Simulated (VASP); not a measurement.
Write the native input for VASP 6.6.1 that does the following.

```
Task                   : single point
Functional             : PBEsol
Potentials or basis    : VASP PAW PBE potentials, release 64 (W_sv, S)
Cutoff                 : 520 eV
k mesh                 : 12 × 12 × 2
Occupations            : gaussian, width 0.05 eV
Spin                   : no spin polarisation
Dipole correction      : no
Further INCAR settings : ALGO = Normal; EDIFF = 1e-06; NBANDS = 20
```

The structure of WS2 lies in POSCAR:

```
WS2
1.0
    3.1457762248      0.0000000000      0.0000000000
   -1.5728881124      2.7243221253      0.0000000000
    0.0000000000      0.0000000000     16.9534210846
W S
1 2
Direct
    0.3149801439      0.6299602878      0.0000000000
    0.6666666667      0.3333333333      0.9075761491
    0.6666666667      0.3333333333      0.0924238509
```

This cell differs from its parent crystal: atom 1 (W) moved by (+0.000, -0.100) A along x and y.

One way to write it, as run:

INCAR

```
ALGO = Normal
EDIFF = 1E-6
ENCUT = 520
GGA = PS
ISIF = 2
ISMEAR = 0
LASPH = True
LCHARG = False
LREAL = False
LWAVE = False
NBANDS = 20
NELM = 60
PREC = Accurate
SIGMA = 0.05
```

KPOINTS

```
k-points
0
Gamma
  12 12 2
```

Potentials or basis: VASP PAW PBE potentials, release 64 (W_sv, S).

The run is started by

```sh
$ cat potpaw_PBE.64/W_sv/POTCAR potpaw_PBE.64/S/POTCAR > POTCAR
$ mpirun -np 1 vasp_std > vasp.out
```

Results of the run:

```yaml
Largest_force: 2.140 eV/Å
Band_gap_on_the_k_mesh: 1.92 eV, indirect (least direct gap 1.93 eV)
```

Caveat: the cell differs from its parent crystal (atom 1 (W) moved by (+0.000, -0.100) A along x and y); the PAW data sets were made with another functional, which shifts forces and pressure a little; spin-orbit coupling is left out, which moves the levels of the heavy elements.

Wall time 11 min on 1 thread of AMD EPYC 7R13 (shared host), peak memory 0.37 GiB.
